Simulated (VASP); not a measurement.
A run of VASP 6.6.1:

Contents of POSCAR:

```
BeAs2
1.0
    0.0000000000      0.0000000000      4.8493490000
    4.8413140000      0.0000000000      0.0000000000
    2.4206570000      4.5464150000     -2.4246750000
As Be
4 2
Direct
    0.1181100000      0.1032000000      0.2362200000
    0.8818900000      0.8968000000      0.7637800000
    0.3818900000      0.3394200000      0.7637800000
    0.6181100000      0.6605800000      0.2362200000
    0.2500000000      0.0000000000      0.0000000000
    0.7500000000      0.0000000000      0.0000000000
```

The input INCAR.step1:

```
SYSTEM = BeAs2
ALGO     = Normal         ! electronic algorithm
EDIFF    = 1E-4           ! SCF threshold, eV
ENCUT    = 520            ! plane-wave cutoff, eV
GGA      = PE             ! functional
ISMEAR   = -1             ! smearing method
LASPH    = .True.         ! aspherical terms in the spheres
LCHARG   = .False.        ! write CHGCAR
LREAL    = .False.        ! projectors in reciprocal space
LWAVE    = .True.         ! write WAVECAR
NBANDS   = 21             ! bands
NELM     = 80             ! most SCF steps
PREC     = Accurate       ! precision mode
SIGMA    = 0.1            ! smearing width, eV
```

Contents of INCAR.step2:

```
SYSTEM = BeAs2
ALGO     = Normal         ! electronic algorithm
EDIFF    = 1E-7           ! SCF threshold, eV
ENCUT    = 520            ! plane-wave cutoff, eV
ISIF     = 2              ! what is computed and relaxed
ISMEAR   = -1             ! smearing method
ISTART   = 1            
LASPH    = .True.         ! aspherical terms in the spheres
LCHARG   = .False.        ! write CHGCAR
LMIXTAU  = .True.       
LREAL    = .False.        ! projectors in reciprocal space
LWAVE    = .False.        ! write WAVECAR
METAGGA  = R2SCAN         ! meta-GGA
NBANDS   = 21             ! bands
NELM     = 80             ! most SCF steps
PREC     = Accurate       ! precision mode
SIGMA    = 0.1            ! smearing width, eV
```

File KPOINTS:

```
k-points
0
Gamma
  8 8 8
  0 0 0
```

Potentials or basis: VASP PAW PBE potentials, release 64 (As, Be).

The run is started by

```sh
$ cat potpaw_PBE.64/As/POTCAR potpaw_PBE.64/Be/POTCAR > POTCAR
$ cp INCAR.step1 INCAR
$ mpirun -np 1 vasp_std > vasp.out
$ cp INCAR.step2 INCAR
$ mpirun -np 1 vasp_std > vasp.out
```

Hardware: 1 thread of Intel(R) Xeon(R) Platinum 8124M CPU @ 3.00GHz (Skylake/Cascade Lake), with other jobs on the host.

How long does it take, and how much memory?

Wall time 7.8 min on 1 thread of Intel(R) Xeon(R) Platinum 8124M CPU @ 3.00GHz (Skylake/Cascade Lake) (shared host), peak memory 0.36 GiB. Counts: k points 95.
